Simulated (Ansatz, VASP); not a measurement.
# TaSi2 in VASP and in Ansatz

```
Si Ta
1.0
    -1.62710    1.62710    4.07787
     1.62710   -1.62710    4.07787
     1.62710    1.62710   -4.07787
Si Ta
2 1
Direct
  0.33166 0.33166 0.00000
  0.66834 0.66834 0.00000
  0.00000 0.00000 0.00000
```

Alike in both runs: functional PBEsol; k mesh 18 × 18 × 18; occupations gaussian, width 0.1 eV; no spin polarisation.

Ansatz relaxed the structure, and its values are those at the end. VASP's run is a single point on that final structure, the one shown.

|  | VASP | Ansatz |
| --- | --- | --- |
| version | VASP 6.6.1 | Ansatz 0.2.0 |
| potentials or method | VASP PAW PBE potentials, release 64 (Si, Ta_pv), cutoff 520 eV | scalar-relativistic, plane waves, PAW |
| valence electrons in the cell | 19 | 21 |

Ansatz gave:

| Property | Result |
| --- | --- |
| gap on the k mesh at the Fermi level (eV) | none |
| pressure (GPa) | 0.0 |

Q: Which values does VASP return?

A: gap on the k mesh at the Fermi level (eV): none; pressure (GPa): 0.3.

VASP's potentials were made for PBE, not for PBEsol. A gap of «none» marks a metal or a gap that the smearing closes. VASP's potentials hold 19 valence electrons a cell and Ansatz's 21, so a difference there can come from the potentials and not from the codes.

Spin-orbit coupling is off throughout.
